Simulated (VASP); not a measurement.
Wanted: the native input for a VASP 6.6.1 run.

```yaml
Task: single point
Functional: PBE
Potentials_or_basis: VASP PAW PBE potentials, release 64 (Si, Ag, Br)
Cutoff: 520 eV
k_mesh: 4 × 4 × 4
Occupations: gaussian, width 0.1 eV
Spin: no spin polarisation
Dipole_correction: no
Further_INCAR_settings: ALGO = Normal; EDIFF = 1e-06; NBANDS = 38
```

The structure of SiAgBr6 lies in POSCAR:

```
SiAgBr6
1.0
    0.0000000000      5.2351819272      5.2351819272
    5.2351819272      0.0000000000      5.2351819272
    5.2351819272      5.2351819272      0.0000000000
Si Ag Br
1 1 6
Direct
    0.5000000000      0.5000000000      0.5000000000
    0.0000000000      0.0000000000      0.0000000000
    0.7310903620      0.2689096380      0.2689096380
    0.2689096380      0.7310903620      0.2689096380
    0.2689096380      0.2689096380      0.7310903620
    0.2689096380      0.7310903620      0.7310903620
    0.7310903620      0.2689096380      0.7310903620
    0.7310903620      0.7310903620      0.2689096380
```

These files were run (other wordings do the same):

INCAR

```
SYSTEM = SiAgBr6
ALGO     = Normal         ! electronic algorithm
EDIFF    = 1E-6           ! SCF threshold, eV
ENCUT    = 520            ! plane-wave cutoff, eV
GGA      = PE             ! functional
ISIF     = 2              ! what is computed and relaxed
ISMEAR   = 0              ! smearing method
LASPH    = .True.         ! aspherical terms in the spheres
LCHARG   = .False.        ! write CHGCAR
LREAL    = .False.        ! projectors in reciprocal space
LWAVE    = .False.        ! write WAVECAR
NBANDS   = 38             ! bands
NELM     = 100            ! most SCF steps
PREC     = Accurate       ! precision mode
SIGMA    = 0.1            ! smearing width, eV
```

KPOINTS

```
k-points
0
Gamma
  4 4 4
  0 0 0
```

Potentials or basis: VASP PAW PBE potentials, release 64 (Si, Ag, Br).

The run is started by

```bash
$ cat potpaw_PBE.64/Si/POTCAR potpaw_PBE.64/Ag/POTCAR potpaw_PBE.64/Br/POTCAR > POTCAR
$ mpirun -np 1 vasp_std > vasp.out
```

Results of the run:

```json
{
  "Pressure": "0.2 GPa",
  "Largest force": "0.019 eV/Å"
}
```

Caveat: an odd number of electrons without spin polarisation forces a metal; a magnetic or distorted state may lie lower.

Run time: 3.2 min on 1 thread of Intel(R) Xeon(R) Platinum 8488C (Sapphire Rapids), with other jobs on the host, peak memory 0.46 GiB.
